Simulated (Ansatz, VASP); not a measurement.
# Two plane-wave programs on Na3B

```
Na B
1.0
    -2.38722    2.38722    3.74651
     2.38722   -2.38722    3.74651
     2.38722    2.38722   -3.74651
Na B
3 1
Direct
  0.50000 0.50000 0.00000
  0.25000 0.75000 0.50000
  0.75000 0.25000 0.50000
  0.00000 0.00000 0.00000
```

Alike in both runs: functional PBE; k mesh 6 × 6 × 6; occupations gaussian, width 0.1 eV; no spin polarisation.

Ansatz relaxed the structure, and its values are those at the end. VASP's run is a single point on that final structure, the one shown.

```csv
,VASP,Ansatz
version,VASP 6.6.1,Ansatz 0.2.0
potentials or method,"VASP PAW PBE potentials, release 64 (Na_pv, B), cutoff 520 eV","scalar-relativistic, plane waves, PAW"
valence electrons in the cell,24,30
```

```tsv
	VASP	Ansatz	Ansatz less VASP
gap on the k mesh at the Fermi level (eV)	none	none	-
pressure (GPa)	0.1	0.1	-0.02
```

A gap of «none» marks a metal or a gap that the smearing closes. The functional is the same, so the differences come from potentials, cutoffs and numerics. VASP's potentials hold 24 valence electrons a cell and Ansatz's 30, so a difference there can come from the potentials and not from the codes.
